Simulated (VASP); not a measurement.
# MnS (F-43m) in VASP: notebook

MnS is run at these levels: PBEsol+D3(BJ)+U, RPBE+U; tasks: phonons, relaxation of cell and atoms.

Program: VASP 6.6.1. These are calculated values, not measurements. Logs are shortened: lines on timing, memory, paths and dates and some standing lists are left out, and cuts for length are marked.

### 1 The cell of the first run

It takes space group F-43m (No. 216, cubic). Conventional cell: a = 4.947 Å, b = 4.947 Å, c = 4.947 Å, α = 90.00°, β = 90.00°, γ = 90.00°. Within 2.8 Å of Mn (site symmetry -43m) lie 4 S at 2.14 Å. S (site symmetry -43m) has 4 Mn at 2.14 Å within 2.8 Å.

### 2 Phonons, PBEsol+D3(BJ)+U, collinear spin, ferromagnetic start

INCAR

```
SYSTEM = MnS
ALGO     = Normal         ! electronic algorithm
EDIFF    = 1E-8           ! SCF threshold, eV
ENCUT    = 520            ! plane-wave cutoff, eV
GGA      = PS             ! functional
IBRION   = 6              ! ionic algorithm
ISIF     = 2              ! what is computed and relaxed
ISMEAR   = -1             ! smearing method
ISPIN    = 2              ! spin polarisation
IVDW     = 12             ! dispersion correction
LASPH    = .TRUE.         ! aspherical terms in the spheres
LCHARG   = .TRUE.         ! write CHGCAR
LDAU     = .TRUE.         ! DFT+U
LDAUJ    = 0 0          
LDAUL    = 2 -1           ! shell
LDAUPRINT= 1            
LDAUTYPE = 2            
LDAUU    = 1 0            ! U, eV
LMAXMIX  = 4              ! l up to which the mixer works
LORBIT   = 11             ! projections on sites
LREAL    = .FALSE.        ! projectors in reciprocal space
LWAVE    = .FALSE.        ! write WAVECAR
MAGMOM   = 4 0            ! initial moments
NELM     = 150            ! most SCF steps
NFREE    = 2            
NSW      = 1              ! ionic steps
POTIM    = 0.015          ! step
PREC     = Accurate       ! precision mode
SIGMA    = 0.1            ! smearing width, eV
```

KPOINTS

```
k-points
0
G
  6 6 6
  0 0 0
```

POSCAR

```
MnS
1.0
    0.0000000000      2.4734634191      2.4734634191
    2.4734634191      0.0000000000      2.4734634191
    2.4734634191      2.4734634191      0.0000000000
Mn S
1 1
Direct
    0.0000000000      0.0000000000      0.0000000000
    0.7500000000      0.7500000000      0.7500000000
```

Potentials or basis: VASP PAW PBE potentials, release 64 (Mn_pv, S).

The run is started by

```bash
cat potpaw_PBE.64/Mn_pv/POTCAR potpaw_PBE.64/S/POTCAR > POTCAR
mpirun -np 1 vasp_std > vasp.out
```

OUTCAR:

```text
SYSTEM = MnS
   EDIFF = 1E-8
   ENCUT = 520
   GGA = PS
   IBRION = 6
   ISIF = 2
   ISMEAR = -1
   ISPIN = 2
   IVDW = 12
   LASPH = .TRUE.
   LORBIT = 11
   LREAL = .FALSE.
   NELM = 150
   NFREE = 2
   NSW = 1
   POTIM = 0.015
   PREC = Accurate
 IVDW          = 12

 ion  position               nearest neighbor table
   1  0.000  0.000  0.000-   2 2.14   2 2.14   2 2.14   2 2.14
   2  0.750  0.750  0.750-   1 2.14   1 2.14   1 2.14   1 2.14

  LATTYP: Found a face centered cubic cell.
 ALAT       =     4.9469268382

  Lattice vectors:

 A1 = (   0.0000000000,   2.4734634191,   2.4734634191)
 A2 = (   2.4734634191,   0.0000000000,   2.4734634191)
 A3 = (   2.4734634191,   2.4734634191,   0.0000000000)

Analysis of symmetry for initial positions (statically):
=====================================================================
 Subroutine PRICEL returns:
 Original cell was already a primitive cell.

 Routine SETGRP: Setting up the symmetry group for a
 face centered cubic supercell.

 Subroutine GETGRP returns: Found 24 space group operations
 (whereof 24 operations were pure point group operations)
 out of a pool of 48 trial point group operations.

The static configuration has the point symmetry T_d .

Analysis of symmetry for dynamics (positions and initial velocities):
=====================================================================
 Subroutine PRICEL returns:
 Original cell was already a primitive cell.

 Routine SETGRP: Setting up the symmetry group for a
 face centered cubic supercell.

 Subroutine GETGRP returns: Found 24 space group operations
 (whereof 24 operations were pure point group operations)
 out of a pool of 48 trial point group operations.

The dynamic configuration has the point symmetry T_d .

Analysis of structural, dynamic, and magnetic symmetry:
=====================================================================
 Subroutine PRICEL returns:
 Original cell was already a primitive cell.

 Routine SETGRP: Setting up the symmetry group for a
 face centered cubic supercell.

 Subroutine GETGRP returns: Found 24 space group operations
 (whereof 24 operations were pure point group operations)
 out of a pool of 48 trial point group operations.

The overall configuration has the point symmetry T_d .

 Subroutine INISYM returns: Found 24 space group operations
 (whereof 24 operations are pure point group operations),
 and found     1 'primitive' translations

----------------------------------------------------------------------------------------

                                     Primitive cell

  volume of cell :      30.2654

  direct lattice vectors                    reciprocal lattice vectors
     0.000000000  2.473463419  2.473463419    -0.202145702  0.202145702  0.202145702
     2.473463419  0.000000000  2.473463419     0.202145702 -0.202145702  0.202145702
     2.473463419  2.473463419  0.000000000     0.202145702  0.202145702 -0.202145702

  length of vectors
     3.498005513  3.498005513  3.498005513     0.350126627  0.350126627  0.350126627

  position of ions in fractional coordinates (direct lattice)
     0.000000000  0.000000000  0.000000000
     0.750000000  0.750000000  0.750000000

  ion indices of the primitive-cell ions
   primitive index   ion index
                 1           1
                 2           2

----------------------------------------------------------------------------------------

 KPOINTS: k-points

Automatic generation of k-mesh.
 Grid dimensions read from file:
 generate k-points for:    6    6    6

 Generating k-lattice:

  Cartesian coordinates                     Fractional coordinates (reciprocal lattice)
[... 286 lines left out ...]
  o =  0.3015  v =  0.0000  0.0000  0.0000  0.0000  0.0000  0.7071  0.0000 -0.0000  0.7071 -0.0000      0.0000  0.0000  0.0000  0.0000  0.0000  0.0000  0.0000  0.0000  0.0000  0.0000
  o =  0.3073  v =  0.0000  0.0000  0.0000  0.0000  0.0000  0.0000 -0.9994  0.0178  0.0000 -0.0309      0.0000  0.0000  0.0000  0.0000  0.0000  0.0000  0.0000  0.0000  0.0000  0.0000
  o =  0.3114  v =  0.0000  0.0000  0.0000  0.0000  0.0000 -0.7071  0.0000 -0.0000  0.7071 -0.0000      0.0000  0.0000  0.0000  0.0000  0.0000  0.0000  0.0000  0.0000  0.0000  0.0000
  o =  0.7646  v = -0.7071  0.0000 -0.0000  0.7071 -0.0000  0.0000  0.0000  0.0000  0.0000  0.0000      0.0000  0.0000  0.0000  0.0000  0.0000  0.0000  0.0000  0.0000  0.0000  0.0000
  o =  0.7655  v =  0.0000 -0.9994  0.0170 -0.0000 -0.0295  0.0000  0.0000  0.0000  0.0000  0.0000      0.0000  0.0000  0.0000  0.0000  0.0000  0.0000  0.0000  0.0000  0.0000  0.0000
  o =  0.7667  v =  0.7071  0.0000 -0.0000  0.7071 -0.0000  0.0000  0.0000  0.0000  0.0000  0.0000      0.0000  0.0000  0.0000  0.0000  0.0000  0.0000  0.0000  0.0000  0.0000  0.0000
  o =  0.8569  v =  0.0000 -0.0000 -0.8660 -0.0000 -0.5000  0.0000  0.0000  0.0000  0.0000  0.0000      0.0000  0.0000  0.0000  0.0000  0.0000  0.0000  0.0000  0.0000  0.0000  0.0000
  o =  0.8570  v =  0.0000 -0.0341 -0.4997  0.0000  0.8655  0.0000  0.0000  0.0000  0.0000  0.0000      0.0000  0.0000  0.0000  0.0000  0.0000  0.0000  0.0000  0.0000  0.0000  0.0000

--------------------------------------- Ionic step        5  -------------------------------------------

 number of electron      18.9999987 magnetization       2.9678856

 Free energy of the ion-electron system (eV)
  ---------------------------------------------------
  ext. energy  EPLUGINS =         0.00000000
  ---------------------------------------------------
  free energy    TOTEN  =       -13.59701687 eV

  energy without entropy =      -13.51786209  energy(sigma->0) =      -13.55743948

 E-fermi :   7.8335     XC(G=0): -11.4063

 val. band max:        7.8316324297   @ k =   0.1667   0.0000  -0.3333
 cond. band min:       7.8412757954   @ k =  -0.5000  -0.1667  -0.1667
 fundamental gap:      0.0096433657
 Fermi energy:         7.8335408786

 spin component 1

 k-point     1 :       0.0000    0.0000    0.0000
  band No.  band energies     occupation
      1     -41.7025      1.00000
      2     -41.7004      1.00000
      3     -41.6966      1.00000
      4      -7.9245      1.00000
      5       2.0046      1.00000
      6       2.0300      1.00000
      7       2.0553      1.00000
      8       4.8979      1.00000
      9       4.8980      1.00000
     10      10.1705      0.00000
     11      10.2120      0.00000
     12      10.2584      0.00000
[... 403 lines left out ...]
      2     -41.7075      1.00000
      3     -41.7056      1.00000
      4      -6.5047      1.00000
      5       0.8000      1.00000
      6       2.1421      1.00000
      7       2.4960      1.00000
      8       4.9259      1.00000
      9       5.2064      1.00000
     10       5.6547      1.00000
     11       7.7912      0.60427
     12       7.8989      0.34222
     13      13.1842      0.00000
     14      15.0492      0.00000
     15      16.3860      0.00000

 [... further k-points ...]

 spin component 2

 k-point     1 :       0.0000    0.0000    0.0000
  band No.  band energies     occupation
      1     -38.7889      1.00000
      2     -38.7775      1.00000
      3     -38.7657      1.00000
      4      -7.7607      1.00000
      5       3.1585      1.00000
      6       3.1891      1.00000
      7       3.2218      1.00000
      8       8.1227      0.05257
      9       8.1235      0.05218
     10      11.2160      0.00000
     11      11.9925      0.00000
     12      12.0457      0.00000
[... 403 lines left out ...]
      2     -38.7898      1.00000
      3     -38.7718      1.00000
      4      -6.3436      1.00000
      5       1.1890      1.00000
      6       3.0544      1.00000
      7       3.5119      1.00000
      8       7.4903      0.96871
      9       8.2316      0.01833
     10       8.3868      0.00394
     11       9.9726      0.00000
     12      10.1922      0.00000
     13      13.8832      0.00000
     14      15.8919      0.00000
     15      17.1530      0.00000

 [... further k-points ...]

------------------------ aborting loop because EDIFF is reached ----------------------------------------

 Edisp (eV)   -0.83228

 E8    (eV) :    -0.5286
[... 25 lines left out ...]
  FREE ENERGIE OF THE ION-ELECTRON SYSTEM (eV)
  ---------------------------------------------------
  free  energy   TOTEN  =       -14.4292991481 eV

  energy  without entropy=      -14.3501443688  energy(sigma->0) =      -14.38972176

 INTERNAL STRAIN TENSORS FROM DISPLACED ATOMS
 ============================================

 INTERNAL STRAIN TENSOR FOR ION    1 for displacements in x,y,z  (eV/Angst):
          X           Y           Z          XY          YZ          ZX
  --------------------------------------------------------------------------------
  x     0.00000     0.00000     0.00000     0.00000   -18.18923     0.00000
  y     0.00000     0.00000     0.00000     0.00000     0.00000   -18.18923
  z     0.00000     0.00000     0.00000   -18.18923     0.00000     0.00000

 INTERNAL STRAIN TENSOR FOR ION    2 for displacements in x,y,z  (eV/Angst):
          X           Y           Z          XY          YZ          ZX
  --------------------------------------------------------------------------------
  x     0.00000     0.00000     0.00000     0.00000    18.20052     0.00000
  y    -0.00000     0.00000    -0.00000     0.00000     0.00000    18.20052
  z     0.00000     0.00000     0.00000    18.20052     0.00000     0.00000

 Eigenvectors and eigenvalues of the dynamical matrix
 ----------------------------------------------------

   1 f  =   12.024954 THz    75.555014 2PiTHz  401.109289 cm-1    49.731191 meV
             X         Y         Z           dx          dy          dz
      0.000000  0.000000  0.000000    -0.606435    0.000000    0.000000
      3.710195  3.710195  3.710195     0.795133    0.000000    0.000000
[... 21 lines left out ...]
   6 f/i=    0.009898 THz     0.062194 2PiTHz    0.330178 cm-1     0.040937 meV
             X         Y         Z           dx          dy          dz
      0.000000  0.000000  0.000000     0.000000    0.000000    0.795133
      3.710195  3.710195  3.710195     0.000000    0.000000    0.606435

 ELASTIC MODULI CONTR FROM IONIC RELAXATION (kBar)
 Direction    XX          YY          ZZ          XY          YZ          ZX
 --------------------------------------------------------------------------------
 XX          -0.0000      0.0000     -0.0000      0.0000     -0.0000      0.0000
 YY           0.0000     -0.0000     -0.0000      0.0000      0.0000     -0.0000
 ZZ          -0.0000     -0.0000     -0.0000     -0.0000      0.0000      0.0000
 XY           0.0000      0.0000     -0.0000  -1463.5691      0.0000      0.0000
 YZ          -0.0000      0.0000      0.0000      0.0000  -1463.5691     -0.0000
 ZX           0.0000     -0.0000      0.0000      0.0000     -0.0000  -1463.5691
 --------------------------------------------------------------------------------

 total charge

# of ion       s       p       d       tot
------------------------------------------
    1        0.362   6.370   5.222  11.953
    2        1.323   2.468   0.000   3.791
--------------------------------------------------
tot          1.684   8.838   5.222  15.744

 magnetization (x)

# of ion       s       p       d       tot
------------------------------------------
    1        0.043   0.058   2.752   2.852
    2        0.001  -0.053   0.000  -0.053
--------------------------------------------------
tot          0.044   0.005   2.752   2.800
```

It took 4 min on 1 thread of Intel Xeon 8259CL, shared host; peak memory 0.22 GiB.

What came out:

- Net moment: 2.97 μB per cell
- Site moments: Mn +2.85; S -0.05 μB
- Valence electrons inside the program's atomic spheres: Mn 11.95; S 3.79
- Highest phonon frequency at Γ, LO-TO splitting left out: 401 cm⁻¹
- Dispersion energy per atom: -0.416 eV

Phonon frequencies in cm⁻¹ (negative: imaginary):
| q point | frequencies |
| --- | --- |
| (0.000, 0.000, 0.000) | 0 0 0 401 401 401 |

Eigenvalues of the final occupation matrices:
| site | spin | trace | eigenvalues |
| --- | --- | --- | --- |
| site 1 d | 1 | 4.01 | 0.76 0.77 0.77 0.86 0.86 |
| site 1 d | 2 | 1.26 | 0.17 0.17 0.30 0.31 0.31 |

Caveat: the k points lie up to 0.37 Å⁻¹ apart; the cell stands under pressure or tension, which shifts response properties; three body term missing; the PAW data sets were made with another functional, which shifts forces and pressure a little; a cell with one magnetic atom can't hold antiferromagnetic order, which such compounds often take.

### 3 Relaxation of cell and atoms, RPBE+U, collinear spin, ferromagnetic start

INCAR

```
PREC = Accurate ; ENCUT = 600
EDIFF = 1E-7 ; ISMEAR = -1
SIGMA = 0.1 ; LREAL = F
LASPH = T ; NELM = 150
ALGO = Normal ; ISIF = 3
LWAVE = F ; LCHARG = F
ISPIN = 2 ; MAGMOM = 4 0
LORBIT = 11 ; LMAXMIX = 4
LDAU = T ; LDAUTYPE = 2
LDAUL = 2 -1 ; LDAUU = 6 0
LDAUJ = 0 0 ; LDAUPRINT = 1
GGA = RP ; IBRION = 2
NSW = 60 ; EDIFFG = -0.01
```

KPOINTS

```
regular mesh
0
Gamma
  9 9 9
```

POSCAR is that of step 2.

Potentials or basis: VASP PAW PBE potentials, release 64 (Mn_pv, S).

The run is started by

```bash
cat potpaw_PBE.64/Mn_pv/POTCAR potpaw_PBE.64/S/POTCAR > POTCAR
mpirun -np 1 vasp_std > vasp.out
```

OUTCAR:

```text
PREC = Accurate
   ENCUT = 600
   EDIFF = 1E-7
   ISMEAR = -1
   LREAL = F
   LASPH = T
   NELM = 150
   ISIF = 3
   ISPIN = 2
   LORBIT = 11
   GGA = RP
   IBRION = 2
   NSW = 60
   EDIFFG = -0.01

 ion  position               nearest neighbor table
   1  0.000  0.000  0.000-   2 2.14   2 2.14   2 2.14   2 2.14
   2  0.750  0.750  0.750-   1 2.14   1 2.14   1 2.14   1 2.14

  LATTYP: Found a face centered cubic cell.
 ALAT       =     4.9469268382

  Lattice vectors:

 A1 = (   0.0000000000,   2.4734634191,   2.4734634191)
 A2 = (   2.4734634191,   0.0000000000,   2.4734634191)
 A3 = (   2.4734634191,   2.4734634191,   0.0000000000)

Analysis of symmetry for initial positions (statically):
[... 1180 lines left out ...]
  ---------------------------------------------------
  free energy    TOTEN  =       -12.10796511 eV

  energy without entropy =      -12.10796037  energy(sigma->0) =      -12.10796274

 E-fermi :   3.7007     XC(G=0):  -8.4582

 val. band max:        2.7903575027   @ k =   0.0000   0.0000   0.0000
 cond. band min:       4.3331106750   @ k =   0.0000   0.0000   0.0000
 fundamental gap:      1.5427531722
 Fermi energy:         3.7006726248

 spin component 1

 k-point     1 :       0.0000    0.0000    0.0000
  band No.  band energies     occupation
      1     -42.4819      1.00000
      2     -42.4819      1.00000
      3     -42.4819      1.00000
      4      -9.3528      1.00000
      5       1.1639      1.00000
      6       1.1639      1.00000
      7       1.1639      1.00000
      8       5.3568      0.00000
      9       7.0830      0.00000
     10       7.0830      0.00000
     11       8.5925      0.00000
     12       8.5925      0.00000
[... 882 lines left out ...]
  FREE ENERGIE OF THE ION-ELECTRON SYSTEM (eV)
  ---------------------------------------------------
  free  energy   TOTEN  =       -12.1079651050 eV

  energy  without entropy=      -12.1079603653  energy(sigma->0) =      -12.10796274

 reached required accuracy - stopping structural energy minimisation

 total charge

# of ion       s       p       d       tot
------------------------------------------
    1        0.238   6.170   4.847  11.255
    2        1.314   2.464   0.000   3.778
--------------------------------------------------
tot          1.552   8.634   4.847  15.033

 magnetization (x)

# of ion       s       p       d       tot
------------------------------------------
    1       -0.047  -0.048  -4.593  -4.688
    2       -0.004   0.021   0.000   0.016
--------------------------------------------------
tot         -0.052  -0.027  -4.593  -4.672
```

CONTCAR:

```text
MnS
   1.00000000000000
     0.0000000000000000    2.9240728250750538    2.9240728250750534
     2.9240728250750538   -0.0000000000000000    2.9240728250750534
     2.9240728250750538    2.9240728250750538    0.0000000000000000
  Mn              S
     1     1
Direct
     0.0000000000000000    0.0000000000000000    0.0000000000000000
     0.7500000000000000    0.7500000000000000    0.7500000000000000

  0.00000000E+00  0.00000000E+00  0.00000000E+00
  0.00000000E+00  0.00000000E+00  0.00000000E+00
```

Wall time 4.6 min (1 thread of Intel Xeon 8259CL, shared host); peak memory 0.2 GiB.

Results:

```yaml
Free_energy: -12.1080 eV
Relaxed_volume: 25.00 Å³/atom
Relaxed_cell: a = 4.135 Å, b = 4.135 Å, c = 4.135 Å, α = 60.00°, β = 60.00°, γ = 60.00°
Space_group_after_relaxing_to_0.1_Å: F-43m (No. 216)
Energy_gained_by_relaxing: 1440.9 meV/atom
Ionic_steps: 3
Pressure_after_relaxing: 0.0 GPa
Band_gap_on_the_k_mesh: 1.54 eV
Net_moment: -5.00 μB per cell
Site_moments: Mn -4.69; S +0.02 μB
Valence_electrons_inside_the_program's_atomic_spheres: Mn 11.26; S 3.78
```

Step by step:
```
step  energy change (eV)  largest force (eV/Å)  pressure (GPa)  volume (Å³)
   1              0.0000                0.0000           67.69        30.27
   2             -2.2804                0.0000           -8.17        67.80
   3             -2.8817                0.0000           -0.03        50.00
```

Final structure:
```yaml
crystal:
  lattice:
    - [0.00000, 2.92407, 2.92407]
    - [2.92407, 0.00000, 2.92407]
    - [2.92407, 2.92407, 0.00000]
  atoms:
    - { symbol: Mn, position: [0.00000, 0.00000, 0.00000] }
    - { symbol: S, position: [0.75000, 0.75000, 0.75000] }
```

Levels at points of the mesh, in eV from the valence-band top:
Spin up:
```
           k point  band 5  band 6  band 7  band 8  band 9  band 10
(0.00, 0.00, 0.00)   -1.63   -1.63   -1.63    2.57    4.29     4.29
```
Spin down:
```tsv
k point	band 9	band 10	band 11	band 12	band 13	band 14	band 15
(0.00, 0.00, 0.00)	-5.03	0.00	0.00	0.00	1.54	6.53	6.53
```

Eigenvalues of the final occupation matrices:
```tsv
site	spin	trace	eigenvalues
site 1 d	1	0.13	0.01 0.01 0.04 0.04 0.04
site 1 d	2	4.73	0.94 0.94 0.95 0.95 0.95
```

Caveat: the volume moved by over 15 % at a fixed basis, so the end points are rough; the PAW data sets were made with another functional, which shifts forces and pressure a little; a cell with one magnetic atom can't hold antiferromagnetic order, which such compounds often take.
